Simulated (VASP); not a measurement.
# Lu (Pm-3m) in VASP: a series of runs

Runs on Lu. Level: LDA. Tasks: single point.

All numbers are computed with VASP 6.6.1; they aren't measurements. Logs are shortened: lines on timing, memory, paths and dates and some standing lists are left out, and cuts for length are marked.

### Step 1. The cell of the first run

The structure is cubic, space group Pm-3m (No. 221). The conventional cell has a = 2.707 Å, b = 2.707 Å, c = 2.707 Å, α = 90.00°, β = 90.00°, γ = 90.00°. Lu (site symmetry m-3m) has 6 Lu at 2.71 Å within 3.6 Å.

### Step 2. Single point, LDA (volume scaled by 0.7)

Contents of INCAR:

```
SYSTEM = Lu
ALGO     = Normal         ! electronic algorithm
EDIFF    = 1E-6           ! SCF threshold, eV
ENCUT    = 520            ! plane-wave cutoff, eV
GGA      = CA             ! functional
ISIF     = 2              ! what is computed and relaxed
ISMEAR   = -1             ! smearing method
LASPH    = .TRUE.         ! aspherical terms in the spheres
LCHARG   = .TRUE.         ! write CHGCAR
LELF     = .TRUE.         ! ELF
LREAL    = .FALSE.        ! projectors in reciprocal space
LVHAR    = .TRUE.       
LWAVE    = .FALSE.        ! write WAVECAR
NBANDS   = 18             ! bands
NELM     = 100            ! most SCF steps
PREC     = Accurate       ! precision mode
SIGMA    = 0.08           ! smearing width, eV
```

Contents of KPOINTS:

```
k-points
0
G
  14 14 14
  0 0 0
```

Contents of POSCAR:

```
Lu
1.0
    2.7073871048      0.0000000000      0.0000000000
    0.0000000000      2.7073871048      0.0000000000
    0.0000000000      0.0000000000      2.7073871048
Lu
1
Direct
    0.0000000000      0.0000000000      0.0000000000
```

Potentials or basis: VASP PAW PBE potentials, release 64 (Lu).

Command:

```
> cat potpaw_PBE.64/Lu/POTCAR > POTCAR
> mpirun -np 1 vasp_std > vasp.out
```

OUTCAR:

```text
SYSTEM = Lu
   EDIFF = 1E-6
   ENCUT = 520
   GGA = CA
   ISIF = 2
   ISMEAR = -1
   LASPH = .TRUE.
   LREAL = .FALSE.
   NELM = 100
   PREC = Accurate

 ion  position               nearest neighbor table
   1  0.000  0.000  0.000-

  LATTYP: Found a simple cubic cell.
 ALAT       =     2.7073871048

  Lattice vectors:

 A1 = (   2.7073871048,   0.0000000000,   0.0000000000)
 A2 = (   0.0000000000,   2.7073871048,   0.0000000000)
 A3 = (   0.0000000000,   0.0000000000,   2.7073871048)

Analysis of symmetry for initial positions (statically):
=====================================================================
 Subroutine PRICEL returns:
 Original cell was already a primitive cell.

 Routine SETGRP: Setting up the symmetry group for a
 simple cubic supercell.

 Subroutine GETGRP returns: Found 48 space group operations
 (whereof 48 operations were pure point group operations)
 out of a pool of 48 trial point group operations.

The static configuration has the point symmetry O_h .

Analysis of symmetry for dynamics (positions and initial velocities):
=====================================================================
 Subroutine PRICEL returns:
 Original cell was already a primitive cell.

 Routine SETGRP: Setting up the symmetry group for a
 simple cubic supercell.

 Subroutine GETGRP returns: Found 48 space group operations
 (whereof 48 operations were pure point group operations)
 out of a pool of 48 trial point group operations.

The dynamic configuration has the point symmetry O_h .

 Subroutine INISYM returns: Found 48 space group operations
 (whereof 48 operations are pure point group operations),
 and found     1 'primitive' translations

----------------------------------------------------------------------------------------

                                     Primitive cell

  volume of cell :      19.8450

  direct lattice vectors                    reciprocal lattice vectors
     2.707387105  0.000000000  0.000000000     0.369359815  0.000000000  0.000000000
     0.000000000  2.707387105  0.000000000     0.000000000  0.369359815  0.000000000
     0.000000000  0.000000000  2.707387105     0.000000000  0.000000000  0.369359815

  length of vectors
     2.707387105  2.707387105  2.707387105     0.369359815  0.369359815  0.369359815

  position of ions in fractional coordinates (direct lattice)
     0.000000000  0.000000000  0.000000000

  ion indices of the primitive-cell ions
   primitive index   ion index
                 1           1

----------------------------------------------------------------------------------------

 KPOINTS: k-points

Automatic generation of k-mesh.
 Grid dimensions read from file:
 generate k-points for:   14   14   14

 Generating k-lattice:

  Cartesian coordinates                     Fractional coordinates (reciprocal lattice)
     0.026382844  0.000000000  0.000000000     0.071428571  0.000000000  0.000000000
     0.000000000  0.026382844  0.000000000     0.000000000  0.071428571  0.000000000
     0.000000000  0.000000000  0.026382844     0.000000000  0.000000000  0.071428571

  Length of vectors
     0.026382844  0.026382844  0.026382844

  Shift w.r.t. Gamma in fractional coordinates (k-lattice)
     0.000000000  0.000000000  0.000000000

 Subroutine IBZKPT returns following result:
 ===========================================

 Found    120 irreducible k-points:

 Following reciprocal coordinates:
            Coordinates               Weight
  0.000000  0.000000  0.000000      1.000000
  0.071429  0.000000  0.000000      6.000000
  0.142857  0.000000  0.000000      6.000000
  0.214286  0.000000  0.000000      6.000000
  0.285714  0.000000  0.000000      6.000000
  0.357143  0.000000  0.000000      6.000000
[... 16 lines left out ...]
  0.285714  0.214286  0.000000     24.000000
  0.357143  0.214286  0.000000     24.000000
 [... further k-points ...]
   k-points           NKPTS =    120   k-points in BZ     NKDIM =    120   number of bands    NBANDS=     18
   number of dos      NEDOS =    301   number of ions     NIONS =      1
   total plane-waves  NPLWV =   8000
   dimension x,y,z NGX =    20 NGY =   20 NGZ =   20
   dimension x,y,z NGXF=    40 NGYF=   40 NGZF=   40
   ions per type =               1
   NGX,Y,Z   is equivalent  to a cutoff of  12.28, 12.28, 12.28 a.u.
   NGXF,Y,Z  is equivalent  to a cutoff of  24.56, 24.56, 24.56 a.u.
 SYSTEM =  Lu
   PREC   = accura    normal or accurate (medium, high low for compatibility)
   ISTART =      0    job   : 0-new  1-cont  2-samecut
   ICHARG =      2    charge: 1-file 2-atom 10-const
   ISPIN  =      1    spin polarized calculation?
   LNONCOLLINEAR =      F non collinear calculations
   LSORBIT =      F    spin-orbit coupling
   LASPH  =      T    aspherical Exc in radial PAW
   ENCUT  =  520.0 eV  38.22 Ry    6.18 a.u.   5.03  5.03  5.03*2*pi/ulx,y,z
   NELM   =    100;   NELMIN=  2; NELMDL= -5     # of ELM steps
   EDIFF  = 0.1E-05   stopping-criterion for ELM
   LREAL  =      F    real-space projection
   EDIFFG = 0.1E-04   stopping-criterion for IOM
   NSW    =      0    number of steps for IOM
   IBRION =     -1    ionic relax: 0-MD 1-quasi-New 2-CG
   NFREE  =      0    steps in history (QN), initial steepest desc. (CG)
   ISIF   =      2    stress and relaxation
   ISYM   =      2    0-nonsym 1-usesym 2-fastsym
   POTIM  = 0.5000    time-step for ionic-motion
   TEBEG  =    0.0;   TEEND  =   0.0 temperature during run
   PSTRESS=    0.0 pullay stress
   NELECT =      25.0000    total number of electrons
   NUPDOWN=      -1.0000    fix difference up-down
   EMIN   =  10.00;   EMAX   =-10.00  energy-range for DOS
   EFERMI =   0.00;   METHOD = LEGACY
   ISMEAR =    -1;   SIGMA  =   0.08  broadening in eV -4-tet -1-fermi 0-gaus
   EFERMI_NEDOS =   21; number of points for ismear=-14 and -15
   IALGO  =     38    algorithm
   IMIX   =      4    mixing-type and parameters
     AMIX     =   0.40;   BMIX     =  1.00
     AMIX_MAG =   1.60;   BMIX_MAG =  1.00
  volume/ion in A,a.u.               =      19.84       133.92
  Fermi-wavevector in a.u.,A,eV,Ry     =   1.768090  3.341206 42.533769  3.126144
  Thomas-Fermi vector in A             =   2.835346
   LORBIT       =      0    0 simple, 1 ext, 2 COOP (PROOUT), +10 PAW based schemes
   GGA     = CA    functional components
   LHFCALC =     F    Hartree Fock is set to
   AEXX    =    0.0000 exact exchange contribution
   IVDW    =     0    specifies the selected vdW correction
   LEPSILON=     F    determine dielectric tensor
   LRPA    =     F    only Hartree local field effects (RPA)
 non-spin polarized calculation
  energy-cutoff  :      520.00
  volume of cell :       19.84
 maximum number of plane-waves:       554
   NGX = 11   NGY = 11   NGZ = 11

 number of electron      25.0000031 magnetization

 Free energy of the ion-electron system (eV)
  ---------------------------------------------------
  ext. energy  EPLUGINS =         0.00000000
  ---------------------------------------------------
  free energy    TOTEN  =        -3.85415211 eV

  energy without entropy =       -3.82112498  energy(sigma->0) =       -3.83763854

 E-fermi :   3.5034     XC(G=0): -12.9920

 val. band max:        3.4918656274   @ k =   0.3571   0.0714   0.0714
 cond. band min:       3.5149349642   @ k =   0.4286   0.4286   0.2857
 fundamental gap:      0.0230693368
 Fermi energy:         3.5033907086

 k-point     1 :       0.0000    0.0000    0.0000
  band No.  band energies     occupation
      1     -52.3524      2.00000
      2     -22.1787      2.00000
      3     -22.1787      2.00000
      4     -22.1787      2.00000
      5      -3.0202      2.00000
      6      -1.4962      2.00000
[... 10 lines left out ...]
     17      13.1308      0.00000
     18      19.0953      0.00000

 k-point     2 :       0.0714    0.0000    0.0000
  band No.  band energies     occupation
      1     -52.3423      2.00000
      2     -22.3099      2.00000
      3     -22.1677      2.00000
      4     -22.1677      2.00000
      5      -2.8339      2.00000
      6      -1.5041      2.00000
[... 10 lines left out ...]
     17      13.1600      0.00000
     18      18.2529      0.00000

 k-point     3 :       0.1429    0.0000    0.0000
  band No.  band energies     occupation
      1     -52.3141      2.00000
      2     -22.6645      2.00000
      3     -22.1370      2.00000
      4     -22.1370      2.00000
      5      -2.3281      2.00000
      6      -1.5254      2.00000
[... 10 lines left out ...]
     17      13.2428      0.00000
     18      16.7173      0.00000

 k-point     4 :       0.2143    0.0000    0.0000
  band No.  band energies     occupation
      1     -52.2731      2.00000
      2     -23.1473      2.00000
      3     -22.0922      2.00000
      4     -22.0922      2.00000
      5      -1.6635      2.00000
      6      -1.5542      2.00000
[... 10 lines left out ...]
     17      13.3650      0.00000
     18      15.4037      0.00000

 k-point     5 :       0.2857    0.0000    0.0000
  band No.  band energies     occupation
      1     -52.2272      2.00000
      2     -23.6484      2.00000
      3     -22.0420      2.00000
      4     -22.0420      2.00000
      5      -1.6169      2.00000
      6      -1.5838      2.00000
[... 10 lines left out ...]
     17      13.5043      0.00000
     18      14.8039      0.00000

 k-point     6 :       0.3571    0.0000    0.0000
  band No.  band energies     occupation
      1     -52.1855      2.00000
      2     -24.0736      2.00000
      3     -21.9964      2.00000
      4     -21.9964      2.00000
      5      -1.6563      2.00000
      6      -1.6085      2.00000
[... 307 lines left out ...]
 k-point    21 :       0.5000    0.1429    0.0000
  band No.  band energies     occupation
      1     -52.1092      2.00000
      2     -24.3866      2.00000
      3     -22.4028      2.00000
      4     -21.9142      2.00000
      5      -1.6794      2.00000
      6      -1.6135      2.00000
[... 10 lines left out ...]
     17      12.5093      0.00000
     18      17.4596      0.00000

 k-point    22 :       0.2143    0.2143    0.0000
  band No.  band energies     occupation
      1     -52.1949      2.00000
      2     -23.0824      2.00000
      3     -22.9875      2.00000
      4     -22.0079      2.00000
      5      -1.5521      2.00000
      6      -1.5283      2.00000
[... 10 lines left out ...]
     17      11.2284      0.00000
     18      17.3568      0.00000

 k-point    23 :       0.2857    0.2143    0.0000
  band No.  band energies     occupation
      1     -52.1496      2.00000
      2     -23.5286      2.00000
      3     -22.9658      2.00000
      4     -21.9590      2.00000
      5      -1.5877      2.00000
      6      -1.5433      2.00000
[... 10 lines left out ...]
     17      11.1411      0.00000
     18      16.4786      0.00000

 k-point    24 :       0.3571    0.2143    0.0000
  band No.  band energies     occupation
      1     -52.1085      2.00000
      2     -23.9428      2.00000
      3     -22.9087      2.00000
      4     -21.9145      2.00000
      5      -1.6298      2.00000
      6      -1.5668      2.00000
[... 10 lines left out ...]
     17      11.2833      0.00000
     18      16.1824      0.00000

 [... further k-points ...]

------------------------ aborting loop because EDIFF is reached ----------------------------------------

  FORCE on cell =-STRESS in cart. coord.  units (eV):
  Direction    XX          YY          ZZ          XY          YZ          ZX
  --------------------------------------------------------------------------------------
  -------------------------------------------------------------------------------------
  Total        2.9817071      2.9817071      2.9817071      0.0000000     -0.0000000     -0.0000000
  in kB      240.7268262    240.7268262    240.7268262      0.0000000     -0.0000000     -0.0000000
  external PRESSURE =     240.7268262 kB  Pullay stress =       0.0000000 kB

 VOLUME and BASIS-vectors are now :
 -----------------------------------------------------------------------------
  energy-cutoff  :      520.00
  volume of cell :       19.84
      direct lattice vectors                 reciprocal lattice vectors
     2.707387105  0.000000000  0.000000000     0.369359815  0.000000000  0.000000000
     0.000000000  2.707387105  0.000000000     0.000000000  0.369359815  0.000000000
     0.000000000  0.000000000  2.707387105     0.000000000  0.000000000  0.369359815

 POSITION                                       TOTAL-FORCE (eV/Angst)
 -----------------------------------------------------------------------------------
      0.00000      0.00000      0.00000         0.000000      0.000000      0.000000
 -----------------------------------------------------------------------------------
    total drift:                                0.000000      0.000000      0.000000

  FREE ENERGIE OF THE ION-ELECTRON SYSTEM (eV)
  ---------------------------------------------------
  free  energy   TOTEN  =        -3.8541521090 eV

  energy  without entropy=       -3.8211249774  energy(sigma->0) =       -3.83763854
```

It took 20 s on 1 thread of Intel Xeon 6975P-C (Granite Rapids), shared host; peak memory 0.16 GiB.

Results:

| Quantity | Value |
| --- | --- |
| Free energy | -3.8542 eV |
| Pressure | 24.1 GPa |

Caveat: the PAW data sets were made with another functional, which shifts forces and pressure a little; spin-orbit coupling is left out, which moves the levels of the heavy elements.

(Part 1 of 2 ends here.)
